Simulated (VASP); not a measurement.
# B (Fm-3m) in VASP: single point with HSE06

Aim: the single point of B with HSE06.

All numbers are computed with VASP 6.6.1; they aren't measurements. Logs are shortened: lines on timing, memory, paths and dates and some standing lists are left out, and cuts for length are marked.

### Step 1. The cell of the first run

It takes space group Fm-3m (No. 225, cubic). Conventional cell: a = 2.866 Å, b = 2.866 Å, c = 2.866 Å, α = 90.00°, β = 90.00°, γ = 90.00°. B (site symmetry m-3m) has 12 B at 2.03 Å within 2.7 Å.

This isn't the form of B at room conditions, which is rhombohedral.

### Step 2. Single point, HSE06

The input, POSCAR:

```
B
1.0
    0.0000000000      1.4330756456      1.4330756456
    1.4330756456      0.0000000000      1.4330756456
    1.4330756456      1.4330756456      0.0000000000
B
1
Direct
    0.0000000000      0.0000000000      0.0000000000
```

The input, INCAR.step1:

```
SYSTEM = B
PREC = Accurate ; ENCUT = 520
EDIFF = 1E-5 ; ISMEAR = -1
SIGMA = 0.1 ; LREAL = .FALSE.
LASPH = .TRUE. ; NELM = 60
ALGO = Normal ; ISIF = 2
LWAVE = .TRUE. ; NBANDS = 8
GGA = PE
```

The input, INCAR.step2:

```
SYSTEM = B
PREC = Accurate ; ENCUT = 520
EDIFF = 1E-6 ; ISMEAR = -1
SIGMA = 0.1 ; LREAL = .FALSE.
LASPH = .TRUE. ; NELM = 60
ALGO = Normal ; ISIF = 2
LWAVE = .FALSE. ; LCHARG = .TRUE.
GGA = PE ; LHFCALC = .TRUE.
HFSCREEN = 0.2079 ; PRECFOCK = Normal
LELF = .TRUE. ; LVHAR = .TRUE.
NBANDS = 8 ; ISTART = 1
```

The input, KPOINTS:

```
regular mesh
0
G
  10 10 10
  0 0 0
```

Potentials or basis: VASP PAW PBE potentials, release 64 (B).

Started as:

```console
> cat potpaw_PBE.64/B/POTCAR > POTCAR
> cp INCAR.step1 INCAR
> mpirun -np 1 vasp_std > vasp.out
> cp INCAR.step2 INCAR
> mpirun -np 1 vasp_std > vasp.out
```

OUTCAR:

```text
SYSTEM = B
   PREC = Accurate
   ENCUT = 520
   EDIFF = 1E-6
   ISMEAR = -1
   LREAL = .FALSE.
   LASPH = .TRUE.
   NELM = 60
   ISIF = 2
   GGA = PE
   LHFCALC = .TRUE.
   HFSCREEN = 0.2079
   PRECFOCK = Normal
   ISTART = 1

 ion  position               nearest neighbor table
   1  0.000  0.000  0.000-

  LATTYP: Found a face centered cubic cell.
 ALAT       =     2.8661512912

  Lattice vectors:

 A1 = (   0.0000000000,   1.4330756456,   1.4330756456)
 A2 = (   1.4330756456,   0.0000000000,   1.4330756456)
 A3 = (   1.4330756456,   1.4330756456,   0.0000000000)

Analysis of symmetry for initial positions (statically):
=====================================================================
 Subroutine PRICEL returns:
 Original cell was already a primitive cell.

 Routine SETGRP: Setting up the symmetry group for a
 face centered cubic supercell.

 Subroutine GETGRP returns: Found 48 space group operations
 (whereof 48 operations were pure point group operations)
 out of a pool of 48 trial point group operations.

The static configuration has the point symmetry O_h .

Analysis of symmetry for dynamics (positions and initial velocities):
=====================================================================
 Subroutine PRICEL returns:
 Original cell was already a primitive cell.

 Routine SETGRP: Setting up the symmetry group for a
 face centered cubic supercell.

 Subroutine GETGRP returns: Found 48 space group operations
 (whereof 48 operations were pure point group operations)
 out of a pool of 48 trial point group operations.

The dynamic configuration has the point symmetry O_h .

 Subroutine INISYM returns: Found 48 space group operations
 (whereof 48 operations are pure point group operations),
 and found     1 'primitive' translations

----------------------------------------------------------------------------------------

                                     Primitive cell

  volume of cell :       5.8862

  direct lattice vectors                    reciprocal lattice vectors
     0.000000000  1.433075646  1.433075646    -0.348899935  0.348899935  0.348899935
     1.433075646  0.000000000  1.433075646     0.348899935 -0.348899935  0.348899935
     1.433075646  1.433075646  0.000000000     0.348899935  0.348899935 -0.348899935

  length of vectors
     2.026675014  2.026675014  2.026675014     0.604312415  0.604312415  0.604312415

  position of ions in fractional coordinates (direct lattice)
     0.000000000  0.000000000  0.000000000

  ion indices of the primitive-cell ions
   primitive index   ion index
                 1           1

----------------------------------------------------------------------------------------

 KPOINTS: regular mesh

Automatic generation of k-mesh.
 Grid dimensions read from file:
 generate k-points for:   10   10   10

 Generating k-lattice:

  Cartesian coordinates                     Fractional coordinates (reciprocal lattice)
    -0.034889994  0.034889994  0.034889994     0.100000000  0.000000000  0.000000000
     0.034889994 -0.034889994  0.034889994     0.000000000  0.100000000  0.000000000
     0.034889994  0.034889994 -0.034889994     0.000000000  0.000000000  0.100000000

  Length of vectors
     0.060431241  0.060431241  0.060431241

  Shift w.r.t. Gamma in fractional coordinates (k-lattice)
     0.000000000  0.000000000  0.000000000

 Subroutine IBZKPT returns following result:
 ===========================================

 Found     47 irreducible k-points:

 Following reciprocal coordinates:
            Coordinates               Weight
  0.000000  0.000000  0.000000      1.000000
  0.100000  0.000000  0.000000      8.000000
  0.200000  0.000000  0.000000      8.000000
  0.300000  0.000000  0.000000      8.000000
  0.400000  0.000000  0.000000      8.000000
  0.500000  0.000000  0.000000      4.000000
[... 16 lines left out ...]
  0.300000  0.300000  0.000000      6.000000
  0.400000  0.300000  0.000000     24.000000
 [... further k-points ...]
   k-points           NKPTS =     47   k-points in BZ     NKDIM =   1000   number of bands    NBANDS=      8
   number of dos      NEDOS =    301   number of ions     NIONS =      1
   total plane-waves  NPLWV =   4096
   dimension x,y,z NGX =    16 NGY =   16 NGZ =   16
   dimension x,y,z NGXF=    32 NGYF=   32 NGZF=   32
   ions per type =               1
   NGX,Y,Z   is equivalent  to a cutoff of  13.12, 13.12, 13.12 a.u.
   NGXF,Y,Z  is equivalent  to a cutoff of  26.25, 26.25, 26.25 a.u.
 SYSTEM =  B
   PREC   = accura    normal or accurate (medium, high low for compatibility)
   ISTART =      1    job   : 0-new  1-cont  2-samecut
   ICHARG =      0    charge: 1-file 2-atom 10-const
   ISPIN  =      1    spin polarized calculation?
   LNONCOLLINEAR =      F non collinear calculations
   LSORBIT =      F    spin-orbit coupling
   LASPH  =      T    aspherical Exc in radial PAW
   ENCUT  =  520.0 eV  38.22 Ry    6.18 a.u.   3.77  3.77  3.77*2*pi/ulx,y,z
   NELM   =     60;   NELMIN=  2; NELMDL=  0     # of ELM steps
   EDIFF  = 0.1E-05   stopping-criterion for ELM
   LREAL  =      F    real-space projection
   EDIFFG = 0.1E-04   stopping-criterion for IOM
   NSW    =      0    number of steps for IOM
   IBRION =     -1    ionic relax: 0-MD 1-quasi-New 2-CG
   NFREE  =      0    steps in history (QN), initial steepest desc. (CG)
   ISIF   =      2    stress and relaxation
   ISYM   =      3    0-nonsym 1-usesym 2-fastsym
   POTIM  = 0.5000    time-step for ionic-motion
   TEBEG  =    0.0;   TEEND  =   0.0 temperature during run
   PSTRESS=    0.0 pullay stress
   NELECT =       3.0000    total number of electrons
   NUPDOWN=      -1.0000    fix difference up-down
   EMIN   =  10.00;   EMAX   =-10.00  energy-range for DOS
   EFERMI =   0.00;   METHOD = LEGACY
   ISMEAR =    -1;   SIGMA  =   0.10  broadening in eV -4-tet -1-fermi 0-gaus
   EFERMI_NEDOS =   21; number of points for ismear=-14 and -15
   IALGO  =     38    algorithm
   IMIX   =      1    mixing-type and parameters
     AMIX     =   0.40;   BMIX     =  1.00
     AMIX_MAG =   1.60;   BMIX_MAG =  1.00
  volume/ion in A,a.u.               =       5.89        39.72
  Fermi-wavevector in a.u.,A,eV,Ry     =   1.307684  2.471164 23.266471  1.710037
  Thomas-Fermi vector in A             =   2.438402
   LORBIT       =      0    0 simple, 1 ext, 2 COOP (PROOUT), +10 PAW based schemes
   GGA     = PE    functional components
   LHFCALC =     T    Hartree Fock is set to
   PRECFOCK=normal    Normal, Fast or Accurate (Low or Medium for compatibility)
   ENCUT4O =  -1.0   cutoff for four orbital integrals eV
   NKREDX  =     1    reduce k-point grid by
   NKREDY  =     1    reduce k-point grid by
   NKREDZ  =     1    reduce k-point grid by
   AEXX    =    0.2500 exact exchange contribution
   HFSCREEN=    0.2079 screening length (either q_TF or 0.3 A-1)
   HFSCREENC=   0.2079 screening length for correlation (either q_TF or 0.3 A-1)
   ENCUTFOCK=  -1.0 apply spherical cutoff to Coloumb kernel
   IVDW    =     0    specifies the selected vdW correction
   LEPSILON=     F    determine dielectric tensor
   LRPA    =     F    only Hartree local field effects (RPA)
 non-spin polarized calculation
  energy-cutoff  :      520.00
  volume of cell :        5.89
 maximum number of plane-waves:       169
  NGX = 12; NGY = 12; NGZ = 12

 number of electron       3.0000000 magnetization

 Free energy of the ion-electron system (eV)
  ---------------------------------------------------
  ext. energy  EPLUGINS =         0.00000000
  ---------------------------------------------------
  free energy    TOTEN  =        -5.92170055 eV

  energy without entropy =       -5.91364920  energy(sigma->0) =       -5.91767488

 E-fermi :  10.6455     XC(G=0): -10.5839

 val. band max:       10.5599476940   @ k =   0.5000   0.5000   0.0000
 cond. band min:      10.6995237961   @ k =  -0.3000   0.2000   0.0000
 fundamental gap:      0.1395761021
 Fermi energy:        10.6455409535

 k-point     1 :       0.0000    0.0000    0.0000
  band No.  band energies     occupation
      1     -10.8778      2.00000
      2      28.3062      0.00000
      3      28.3062      0.00000
      4      28.3062      0.00000
      5      44.5821      0.00000
      6      44.5821      0.00000
      7      44.5821      0.00000
      8      48.3080      0.00000

 k-point     2 :       0.1000    0.0000    0.0000
  band No.  band energies     occupation
      1     -10.3974      2.00000
      2      26.0203      0.00000
      3      27.8506      0.00000
      4      27.8506      0.00000
      5      41.9528      0.00000
      6      45.5260      0.00000
      7      45.5260      0.00000
      8      52.8147      0.00000

 k-point     3 :       0.2000    0.0000    0.0000
  band No.  band energies     occupation
      1      -8.9566      2.00000
      2      20.4556      0.00000
      3      26.8772      0.00000
      4      26.8772      0.00000
      5      41.5772      0.00000
      6      46.1473      0.00000
      7      46.1473      0.00000
      8      49.2591      0.00000

 k-point     4 :       0.3000    0.0000    0.0000
  band No.  band energies     occupation
      1      -6.5652      2.00000
      2      13.9516      0.00000
      3      25.9614      0.00000
      4      25.9614      0.00000
      5      43.0165      0.00000
      6      43.9555      0.00000
      7      43.9555      0.00000
      8      46.4225      0.00000

 k-point     5 :       0.4000    0.0000    0.0000
  band No.  band energies     occupation
      1      -3.3156      2.00000
      2       7.8085      2.00000
      3      25.3760      0.00000
      4      25.3760      0.00000
      5      41.9680      0.00000
      6      41.9680      0.00000
      7      44.0185      0.00000
      8      45.6815      0.00000
[... 177 lines left out ...]
 k-point    22 :      -0.2000    0.2000    0.0000
  band No.  band energies     occupation
      1      -5.7443      2.00000
      2      15.9320      0.00000
      3      19.2284      0.00000
      4      26.4350      0.00000
      5      39.2967      0.00000
      6      43.2729      0.00000
      7      46.4944      0.00000
      8      50.4979      0.00000

 k-point    23 :       0.3000    0.3000    0.0000
  band No.  band energies     occupation
      1      -5.1149      2.00000
      2      20.2605      0.00000
      3      20.2605      0.00000
      4      21.8904      0.00000
      5      30.5269      0.00000
      6      33.5295      0.00000
      7      57.8916      0.00000
      8      57.8916      0.00000

 k-point    24 :       0.4000    0.3000    0.0000
  band No.  band energies     occupation
      1      -2.7501      2.00000
      2      16.4710      0.00000
      3      18.7071      0.00000
      4      19.4529      0.00000
      5      31.0242      0.00000
      6      34.0436      0.00000
      7      57.8222      0.00000
      8      59.7645      0.00000

 [... further k-points ...]

------------------------ aborting loop because EDIFF is reached ----------------------------------------

  FORCE on cell =-STRESS in cart. coord.  units (eV):
  Direction    XX          YY          ZZ          XY          YZ          ZX
  --------------------------------------------------------------------------------------
  -------------------------------------------------------------------------------------
  Total       -0.1741029     -0.1741029     -0.1741029     -0.0000000     -0.0000000      0.0000000
  in kB      -47.3891964    -47.3891964    -47.3891964     -0.0000000     -0.0000000      0.0000000
  external PRESSURE =     -47.3891964 kB  Pullay stress =       0.0000000 kB

 VOLUME and BASIS-vectors are now :
 -----------------------------------------------------------------------------
  energy-cutoff  :      520.00
  volume of cell :        5.89
      direct lattice vectors                 reciprocal lattice vectors
     0.000000000  1.433075646  1.433075646    -0.348899935  0.348899935  0.348899935
     1.433075646  0.000000000  1.433075646     0.348899935 -0.348899935  0.348899935
     1.433075646  1.433075646  0.000000000     0.348899935  0.348899935 -0.348899935

 POSITION                                       TOTAL-FORCE (eV/Angst)
 -----------------------------------------------------------------------------------
      0.00000      0.00000      0.00000         0.000000      0.000000     -0.000000
 -----------------------------------------------------------------------------------
    total drift:                               -0.000001     -0.000001     -0.000001

  FREE ENERGIE OF THE ION-ELECTRON SYSTEM (eV)
  ---------------------------------------------------
  free  energy   TOTEN  =        -5.9217005517 eV

  energy  without entropy=       -5.9136492038  energy(sigma->0) =       -5.91767488
```

Wall time 9.1 min (1 thread of AMD EPYC 7R43 (Zen 3), shared host); peak memory 0.17 GiB.

Results:

- Free energy: -5.9217 eV
- Pressure: -4.7 GPa
- Band gap on the k mesh: zero (an odd number of electrons rules out a gap without spin polarisation)

Caveat: the k points lie up to 0.38 Å⁻¹ apart, too coarse for converged energies and pressures of a metal; the PAW data sets were made with another functional, which shifts forces and pressure a little.
